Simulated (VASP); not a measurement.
# Sb in VASP: relaxation of the atoms with PBE

Aim: the relaxation of the atoms of Sb with PBE.

Program: VASP 6.6.1. These are calculated values, not measurements. Logs are shortened: lines on timing, memory, paths and dates and some standing lists are left out, and cuts for length are marked.

**1. The cell of the first run**

The cell holds a slab with vacuum, 5 atoms: a = 3.389 Å, b = 3.389 Å, c = 27.068 Å, α = 90.00°, β = 90.00°, γ = 120.00°.

**2. Relaxation of the atoms, PBE**

INCAR reads:

```
SYSTEM = Sb
ALGO     = Normal         ! electronic algorithm
DIPOL    = 0.5 0.5 0.500
EDIFF    = 1E-7           ! SCF threshold, eV
EDIFFG   = -0.01          ! ionic threshold
ENCUT    = 520            ! plane-wave cutoff, eV
GGA      = PE             ! functional
IBRION   = 2              ! ionic algorithm
IDIPOL   = 3            
ISIF     = 2              ! what is computed and relaxed
ISMEAR   = -1             ! smearing method
LASPH    = .True.         ! aspherical terms in the spheres
LCHARG   = .False.        ! write CHGCAR
LDIPOL   = .True.       
LREAL    = .False.        ! projectors in reciprocal space
LWAVE    = .False.        ! write WAVECAR
NELM     = 100            ! most SCF steps
NSW      = 60             ! ionic steps
PREC     = Accurate       ! precision mode
SIGMA    = 0.1            ! smearing width, eV
```

KPOINTS reads:

```
k-points
0
Gamma
  11 11 1
  0 0 0
```

POSCAR reads:

```
Sb
1.0
    3.3888387686      0.0000000000      0.0000000000
   -1.6944193843      2.9348204630      0.0000000000
    0.0000000000      0.0000000000     27.0679000000
Sb
5
Direct
    0.8333333330      0.1666666670      0.2955530156
    0.1666666670      0.8333333330      0.3977765075
    0.5000000000      0.5000000000      0.5000000000
    0.8333333330      0.1666666670      0.6022234925
    0.1666666670      0.8333333330      0.7044469844
```

Potentials or basis: VASP PAW PBE potentials, release 64 (Sb).

On the command line:

```bash
$ cat potpaw_PBE.64/Sb/POTCAR > POTCAR
$ mpirun -np 1 vasp_std > vasp.out
```

OUTCAR:

```text
SYSTEM = Sb
   EDIFF = 1E-7
   EDIFFG = -0.01
   ENCUT = 520
   GGA = PE
   IBRION = 2
   ISIF = 2
   ISMEAR = -1
   LASPH = .True.
   LREAL = .False.
   NELM = 100
   NSW = 60
   PREC = Accurate

 ion  position               nearest neighbor table
   1  0.833  0.167  0.296-   2 3.39   2 3.39   2 3.39
   2  0.167  0.833  0.398-   1 3.39   1 3.39   1 3.39   3 3.39   3 3.39   3 3.39
   3  0.500  0.500  0.500-   2 3.39   4 3.39   2 3.39   4 3.39   2 3.39   4 3.39
   4  0.833  0.167  0.602-   5 3.39   5 3.39   5 3.39   3 3.39   3 3.39   3 3.39
   5  0.167  0.833  0.704-   4 3.39   4 3.39   4 3.39

  LATTYP: Found a hexagonal cell.
 ALAT       =     3.3888387686
 C/A-ratio  =     7.9873673102

  Lattice vectors:

 A1 = (   3.3888387686,   0.0000000000,   0.0000000000)
 A2 = (  -1.6944193843,   2.9348204630,   0.0000000000)
 A3 = (   0.0000000000,   0.0000000000,  27.0679000000)

Analysis of symmetry for initial positions (statically):
=====================================================================
 Subroutine PRICEL returns:
 Original cell was already a primitive cell.

 Routine SETGRP: Setting up the symmetry group for a
 hexagonal supercell.

 Subroutine GETGRP returns: Found 12 space group operations
 (whereof  4 operations were pure point group operations)
 out of a pool of 24 trial point group operations.

The static configuration has the point symmetry C_2h.
 The point group associated with its full space group is D_3d.

Analysis of symmetry for dynamics (positions and initial velocities):
=====================================================================
 Subroutine PRICEL returns:
 Original cell was already a primitive cell.

 Routine SETGRP: Setting up the symmetry group for a
 hexagonal supercell.

 Subroutine GETGRP returns: Found 12 space group operations
 (whereof  4 operations were pure point group operations)
 out of a pool of 24 trial point group operations.

The dynamic configuration has the point symmetry C_2h.
 The point group associated with its full space group is D_3d.

 Subroutine INISYM returns: Found 12 space group operations
 (whereof  4 operations are pure point group operations),
 and found     1 'primitive' translations

----------------------------------------------------------------------------------------

                                     Primitive cell

  volume of cell :     269.2074

  direct lattice vectors                    reciprocal lattice vectors
     3.388838769  0.000000000  0.000000000     0.295086331  0.170368173  0.000000000
    -1.694419384  2.934820463  0.000000000     0.000000000  0.340736346  0.000000000
     0.000000000  0.000000000 27.067900000     0.000000000  0.000000000  0.036944129

  length of vectors
     3.388838769  3.388838769 27.067900000     0.340736346  0.340736346  0.036944129

  position of ions in fractional coordinates (direct lattice)
     0.833333333  0.166666667  0.295553016
     0.166666667  0.833333333  0.397776507
     0.500000000  0.500000000  0.500000000
     0.833333333  0.166666667  0.602223493
     0.166666667  0.833333333  0.704446984

  ion indices of the primitive-cell ions
   primitive index   ion index
                 1           1
                 2           2
                 3           3
                 4           4
                 5           5

----------------------------------------------------------------------------------------

 KPOINTS: k-points

Automatic generation of k-mesh.
 Grid dimensions read from file:
 generate k-points for:   11   11    1

 Generating k-lattice:

  Cartesian coordinates                     Fractional coordinates (reciprocal lattice)
     0.026826030  0.015488016  0.000000000     0.090909091  0.000000000  0.000000000
     0.000000000  0.030976031  0.000000000     0.000000000  0.090909091  0.000000000
     0.000000000  0.000000000  0.036944129     0.000000000  0.000000000  1.000000000

  Length of vectors
     0.030976031  0.030976031  0.036944129

  Shift w.r.t. Gamma in fractional coordinates (k-lattice)
     0.000000000  0.000000000  0.000000000

 Subroutine IBZKPT returns following result:
 ===========================================

 Found     16 irreducible k-points:

 Following reciprocal coordinates:
            Coordinates               Weight
  0.000000  0.000000  0.000000      1.000000
  0.090909  0.000000  0.000000      6.000000
  0.181818  0.000000  0.000000      6.000000
  0.272727  0.000000  0.000000      6.000000
  0.363636  0.000000  0.000000      6.000000
  0.454545  0.000000  0.000000      6.000000
[... 8 lines left out ...]
  0.272727  0.272727  0.000000      6.000000
  0.363636  0.272727  0.000000      6.000000
   k-points           NKPTS =     16   k-points in BZ     NKDIM =     16   number of bands    NBANDS=     16
   number of dos      NEDOS =    301   number of ions     NIONS =      5
   total plane-waves  NPLWV = 164640
   dimension x,y,z NGX =    28 NGY =   28 NGZ =  210
   dimension x,y,z NGXF=    56 NGYF=   56 NGZF=  420
   ions per type =               5
   NGX,Y,Z   is equivalent  to a cutoff of  13.74, 13.74, 12.90 a.u.
   NGXF,Y,Z  is equivalent  to a cutoff of  27.47, 27.47, 25.80 a.u.
 SYSTEM =  Sb
   PREC   = accura    normal or accurate (medium, high low for compatibility)
   ISTART =      0    job   : 0-new  1-cont  2-samecut
   ICHARG =      2    charge: 1-file 2-atom 10-const
   ISPIN  =      1    spin polarized calculation?
   LNONCOLLINEAR =      F non collinear calculations
   LSORBIT =      F    spin-orbit coupling
   LASPH  =      T    aspherical Exc in radial PAW
   ENCUT  =  520.0 eV  38.22 Ry    6.18 a.u.   6.30  6.30 50.33*2*pi/ulx,y,z
   NELM   =    100;   NELMIN=  2; NELMDL= -5     # of ELM steps
   EDIFF  = 0.1E-06   stopping-criterion for ELM
   LREAL  =      F    real-space projection
   EDIFFG = -.1E-01   stopping-criterion for IOM
   NSW    =     60    number of steps for IOM
   IBRION =      2    ionic relax: 0-MD 1-quasi-New 2-CG
   NFREE  =      1    steps in history (QN), initial steepest desc. (CG)
   ISIF   =      2    stress and relaxation
   ISYM   =      2    0-nonsym 1-usesym 2-fastsym
   POTIM  = 0.5000    time-step for ionic-motion
   TEBEG  =    0.0;   TEEND  =   0.0 temperature during run
   PSTRESS=    0.0 pullay stress
   NELECT =      25.0000    total number of electrons
   NUPDOWN=      -1.0000    fix difference up-down
   EMIN   =  10.00;   EMAX   =-10.00  energy-range for DOS
   EFERMI =   0.00;   METHOD = LEGACY
   ISMEAR =    -1;   SIGMA  =   0.10  broadening in eV -4-tet -1-fermi 0-gaus
   EFERMI_NEDOS =   21; number of points for ismear=-14 and -15
   IALGO  =     38    algorithm
   IMIX   =      4    mixing-type and parameters
     AMIX     =   0.40;   BMIX     =  1.00
     AMIX_MAG =   1.60;   BMIX_MAG =  1.00
  volume/ion in A,a.u.               =      53.84       363.34
  Fermi-wavevector in a.u.,A,eV,Ry     =   0.741354  1.400957  7.477847  0.549606
  Thomas-Fermi vector in A             =   1.835975
   LORBIT       =      0    0 simple, 1 ext, 2 COOP (PROOUT), +10 PAW based schemes
   GGA     = PE    functional components
   LHFCALC =     F    Hartree Fock is set to
   AEXX    =    0.0000 exact exchange contribution
   IVDW    =     0    specifies the selected vdW correction
   LEPSILON=     F    determine dielectric tensor
   LRPA    =     F    only Hartree local field effects (RPA)
 conjugate gradient relaxation of ions
 non-spin polarized calculation
  energy-cutoff  :      520.00
  volume of cell :      269.21
 maximum number of plane-waves:      7301
 NGX is ok and might be reduce to    28
   NGX = 13   NGY = 13   NGZ =101

--------------------------------------- Ionic step        1  -------------------------------------------

 number of electron      24.9999999 magnetization

 Free energy of the ion-electron system (eV)
  ---------------------------------------------------
  ext. energy  EPLUGINS =         0.00000000
  ---------------------------------------------------
  free energy    TOTEN  =       -18.82810450 eV

  energy without entropy =      -18.71761204  energy(sigma->0) =      -18.77285827

------------------------ aborting loop because EDIFF is reached ----------------------------------------

  FORCE on cell =-STRESS in cart. coord.  units (eV):
  Direction    XX          YY          ZZ          XY          YZ          ZX
  --------------------------------------------------------------------------------------
  -------------------------------------------------------------------------------------
  Total       -1.6336370     -1.6336370     -1.5686905      0.0000000      0.0000000      0.0000000
  in kB       -9.7225265     -9.7225265     -9.3360000      0.0000000      0.0000000      0.0000000
  external PRESSURE =      -9.5936843 kB  Pullay stress =       0.0000000 kB
[... 98 lines left out ...]
  FREE ENERGIE OF THE ION-ELECTRON SYSTEM (eV)
  ---------------------------------------------------
  free  energy   TOTEN  =       -18.8726337577 eV

  energy  without entropy=      -18.7644888006  energy(sigma->0) =      -18.81856128

[... ionic steps 4 to 8 ...]

--------------------------------------- Ionic step        9  -------------------------------------------

 number of electron      25.0000000 magnetization

------------------------ aborting loop because EDIFF is reached ----------------------------------------

  FORCE on cell =-STRESS in cart. coord.  units (eV):
  Direction    XX          YY          ZZ          XY          YZ          ZX
  --------------------------------------------------------------------------------------
  -------------------------------------------------------------------------------------
  Total       -0.4762614     -0.4762614     -0.1921984      0.0000000      0.0000000     -0.0000000
  in kB       -2.8344510     -2.8344510     -1.1438611      0.0000000      0.0000000     -0.0000000
  external PRESSURE =      -2.2709210 kB  Pullay stress =       0.0000000 kB
[... 63 lines left out ...]
  energy  without entropy=      -18.7860949709  energy(sigma->0) =      -18.83725959

--------------------------------------- Ionic step       11  -------------------------------------------

 number of electron      25.0000000 magnetization

 dipolmoment           0.000000      0.000000      0.000000 electrons x Angstroem

 Free energy of the ion-electron system (eV)
  ---------------------------------------------------
  ext. energy  EPLUGINS =         0.00000000
  ---------------------------------------------------
  free energy    TOTEN  =       -18.88859644 eV

  energy without entropy =      -18.78647019  energy(sigma->0) =      -18.83753332

 E-fermi :   2.2052     XC(G=0):  -5.6728

 val. band max:        2.1707820854   @ k =   0.4545   0.0000   0.0000
 cond. band min:       2.2213716295   @ k =   0.4545   0.0909   0.0000
 fundamental gap:      0.0505895440
 Fermi energy:         2.2051781061

 k-point     1 :       0.0000    0.0000    0.0000
  band No.  band energies     occupation
      1     -10.5506      2.00000
      2     -10.2989      2.00000
      3      -9.2254      2.00000
      4      -8.0018      2.00000
      5      -7.2094      2.00000
      6      -2.8399      2.00000
[... 8 lines left out ...]
     15       6.0664      0.00000
     16       6.4907      0.00000
[... 270 lines left out ...]
      2      -6.1981      2.00000
      3      -5.8232      2.00000
      4      -5.6327      2.00000
      5      -5.5019      2.00000
      6      -2.3287      2.00000
[... 8 lines left out ...]
     15       1.1317      1.99996
     16       2.5499      0.06171

------------------------ aborting loop because EDIFF is reached ----------------------------------------

 vacuum level on the upper side and lower side of the slab       (xc-potential included)        -0.007        -0.007

  FORCE on cell =-STRESS in cart. coord.  units (eV):
  Direction    XX          YY          ZZ          XY          YZ          ZX
  --------------------------------------------------------------------------------------
  -------------------------------------------------------------------------------------
  Total       -0.2529111     -0.2529111      0.0670898      0.0000000      0.0000000      0.0000000
  in kB       -1.5051907     -1.5051907      0.3992822      0.0000000      0.0000000      0.0000000
  external PRESSURE =      -0.8703664 kB  Pullay stress =       0.0000000 kB

 VOLUME and BASIS-vectors are now :
 -----------------------------------------------------------------------------
  energy-cutoff  :      520.00
  volume of cell :      269.21
      direct lattice vectors                 reciprocal lattice vectors
     3.388838769  0.000000000  0.000000000     0.295086331  0.170368173  0.000000000
    -1.694419384  2.934820463  0.000000000     0.000000000  0.340736346  0.000000000
     0.000000000  0.000000000 27.067900000     0.000000000  0.000000000  0.036944129
[... 11 lines left out ...]
  FREE ENERGIE OF THE ION-ELECTRON SYSTEM (eV)
  ---------------------------------------------------
  free  energy   TOTEN  =       -18.8885964408 eV

  energy  without entropy=      -18.7864701922  energy(sigma->0) =      -18.83753332

 reached required accuracy - stopping structural energy minimisation

 vacuum level on the upper side and lower side of the slab         6.333         6.333
```

It took 16 min on 1 thread of Intel Xeon 8259CL, shared host; peak memory 0.42 GiB.

Results:

| Quantity | Value |
| --- | --- |
| Free energy | -18.8886 eV |
| Energy gained by relaxing | 12.1 meV/atom |
| Ionic steps | 11 |
| Largest force after relaxing | 0.008 eV/Å |

Forces in eV/Å, atoms in the order of the input:
```
Sb   0.000  0.000 -0.008
Sb   0.000  0.000  0.001
Sb   0.000  0.000  0.000
Sb   0.000  0.000 -0.001
Sb   0.000  0.000  0.008
```

Step by step:
| step | energy change (eV) | largest force (eV/Å) | pressure (GPa) |
| --- | --- | --- | --- |
| 1 | 0.0000 | 0.2742 | -0.96 |
| 2 | -0.0134 | 0.2480 | -0.89 |
| 3 | -0.0445 | 0.1583 | -0.65 |
| 4 | -0.0510 | 0.1643 | 0.06 |
| 5 | -0.0592 | 0.0392 | -0.33 |
| 6 | -0.0595 | 0.0186 | -0.28 |
| 7 | -0.0595 | 0.0199 | -0.26 |
| 8 | -0.0596 | 0.0190 | -0.25 |
| 9 | -0.0599 | 0.0166 | -0.23 |
| 10 | -0.0603 | 0.0115 | -0.18 |
| 11 | -0.0605 | 0.0077 | -0.09 |

Final structure:
```yaml
crystal:
  lattice:
    - [3.38884, 0.00000, 0.00000]
    - [-1.69442, 2.93482, 0.00000]
    - [0.00000, 0.00000, 27.06790]
  atoms:
    - { symbol: Sb, position: [0.83333, 0.16667, 0.30080] }
    - { symbol: Sb, position: [0.16667, 0.83333, 0.39550] }
    - { symbol: Sb, position: [0.50000, 0.50000, 0.50000] }
    - { symbol: Sb, position: [0.83333, 0.16667, 0.60450] }
    - { symbol: Sb, position: [0.16667, 0.83333, 0.69920] }
```

Caveat: the highest band is partly filled, so the run has too few bands; spin-orbit coupling is left out, which moves the levels of the heavy elements.
